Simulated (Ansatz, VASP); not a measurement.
# One calculation of SrVO3, two programs

INCAR

```
  PREC = Accurate
  ENCUT = 910
  EDIFF = 1E-6
  ISMEAR = -1
  SIGMA = 0.1
  LREAL = F
  LASPH = T
  NELM = 200
  ALGO = Normal
  ISIF = 2
  LWAVE = F
  LCHARG = F
  ISPIN = 2
  MAGMOM = 0 0.2 0 0 0
  LORBIT = 11
  LMAXMIX = 4
  LDAU = T
  LDAUTYPE = 2
  LDAUL = -1 2 -1
  LDAUU = 0 6.2 0
  LDAUJ = 0 0 0
  LDAUPRINT = 1
  GGA = PE
  NBANDS = 32
  GGA_COMPAT = F
```

File KPOINTS:

```
regular mesh
0
Gamma
  5 5 5
```

The input POSCAR:

```
SrVO3
1.0
    3.8425000000      0.0000000000      0.0000000000
    0.0000000000      3.8425000000      0.0000000000
    0.0000000000      0.0000000000      3.8425000000
Sr V O
1 1 3
Direct
    0.0000000000      0.0000000000      0.0000000000
    0.5000000000      0.5000000000      0.5000000000
    0.5000000000      0.0000000000      0.5000000000
    0.0000000000      0.5000000000      0.5000000000
    0.5000000000      0.5000000000      0.0000000000
```

Input for Ansatz:

```yaml
crystal:
  lattice:
    - [3.8425, 0.0, 0.0]
    - [0.0, 3.8425, 0.0]
    - [0.0, 0.0, 3.8425]
  atoms:
    - { symbol: Sr, position: [0.0, 0.0, 0.0] }
    - { symbol: V, position: [0.5, 0.5, 0.5], spin: 0.2 }
    - { symbol: O, position: [0.5, 0.0, 0.5] }
    - { symbol: O, position: [0.0, 0.5, 0.5] }
    - { symbol: O, position: [0.5, 0.5, 0.0] }
magnetization:
  spin_polarized: true
hamiltonian:
  xc: pbe
  pseudopotentials: { kind: paw }
  hubbard: { sites: [{ species: V, l: d, u_eff: 6.2 }] }
basis:
  ecutwfc: 420
kpoints:
  mp_grid: { grid: [5, 5, 5] }
scf:
  occupations: { method: fermi_dirac, width: 0.1 }
  lower_state_search: "off"
output:
  forces: true
  stress: true
```

Change from the starting cell: parallel moments scaled by 0.1, free total moment.

Alike in both runs: task single point; functional PBE; k mesh 5 × 5 × 5; occupations fermi-dirac, width 0.1 eV; collinear spin; Hubbard terms V d U = 6.2 eV.

|  | VASP | Ansatz |
| --- | --- | --- |
| version | VASP 6.6.1 | Ansatz 0.2.0 |
| potentials or method | VASP PAW PBE potentials, release 64 (Sr_sv, V_sv, O_h), cutoff 910 eV | PAW, plane waves, scalar-relativistic |
| valence electrons in the cell | 41 | 41 |

|  | VASP | Ansatz | Ansatz less VASP |
| --- | --- | --- | --- |
| net moment per atom (μB) | 0.20 | 0.20 | 0.000 |
| size of the moment on the site where the two differ most (μB) | 1.25 | 1.11 | -0.144 |

Site moments also hang on the region over which each program counts them. The programs project onto different local orbitals, so the same U acts differently, and such runs can settle in different states. Ansatz's warnings: filled band counts differ across k points.

Noted on VASP's run: the cutoff is short for stress, so the pressure is rough.
